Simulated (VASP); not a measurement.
**Zr3W4Se: single point with PBE**

Zr3W4Se:

```
Zr W Se
1.0
     3.25703   -0.00039    0.18073
     0.00039    3.25936   -0.00032
     0.83898    0.00091   14.26888
Zr W Se
3 4 1
Direct
  0.29321 0.50001 0.85797
  0.08169 0.00004 0.28065
  0.66042 0.50002 0.12326
  0.51908 0.50001 0.40626
  0.96694 0.99996 0.51079
  0.40894 0.49997 0.62703
  0.85683 0.99996 0.73100
  0.21290 0.00002 0.01803
```

```yaml
Program: VASP 6.6.1
Task: single point
Functional: PBE
Potentials_or_basis: VASP PAW PBE potentials, release 64 (Zr_sv, W_sv, Se)
Cutoff: 520 eV
k_mesh: 6 × 6 × 2
Occupations: gaussian, width 0.2 eV
Spin: no spin polarisation
Dipole_correction: no
Further_INCAR_settings: ALGO = Normal; EDIFF = 1e-07; NBANDS = 59
```

The pressure is 0.2 GPa. The largest force is 0.034 eV/Å and the band gap on the k mesh is zero (band 49 reaches 10.25 eV, above the bottom of band 50 at 9.49 eV).

Forces in eV/Å, atoms in the order of the input:
```
Zr   0.001  0.000 -0.003
Zr   0.001  0.000 -0.005
Zr  -0.002  0.000  0.006
W    0.002 -0.001 -0.012
W   -0.002  0.001 -0.010
W   -0.002  0.000 -0.008
W    0.000  0.001  0.034
Se   0.002  0.000 -0.002
```

Stress tensor (GPa, compression positive):
```
0.26 0.00 0.01
0.00 0.11 0.00
0.01 0.00 0.20
```

Levels at points of the mesh, in eV from the Fermi level:
| k point | band 47 | band 48 | band 49 | band 50 | band 51 | band 52 |
| --- | --- | --- | --- | --- | --- | --- |
| (0.00, 0.00, 0.00) | -0.33 | -0.32 | 0.25 | 0.38 | 0.39 | 0.43 |
| (0.50, 0.00, 0.00) | -0.44 | -0.05 | 0.13 | 0.79 | 0.84 | 0.90 |
| (0.00, 0.50, 0.00) | -0.48 | -0.11 | 0.14 | 0.81 | 0.95 | 1.04 |
| (0.50, 0.50, 0.00) | -0.41 | -0.11 | 0.68 | 0.97 | 1.06 | 1.47 |
| (0.00, 0.00, 0.50) | -0.33 | -0.33 | 0.30 | 0.39 | 0.39 | 0.45 |
| (0.50, 0.00, 0.50) | -0.44 | -0.05 | 0.13 | 0.79 | 0.84 | 0.90 |
| (0.00, 0.50, 0.50) | -0.47 | -0.09 | 0.25 | 0.75 | 0.83 | 1.03 |
| (0.50, 0.50, 0.50) | -0.41 | -0.11 | 0.68 | 0.97 | 1.06 | 1.47 |

It took 14 min on 1 thread of AMD EPYC 7R13, on a shared host, peak memory 0.4 GiB.

Caveat: spin-orbit coupling is left out, which moves the levels of the heavy elements.
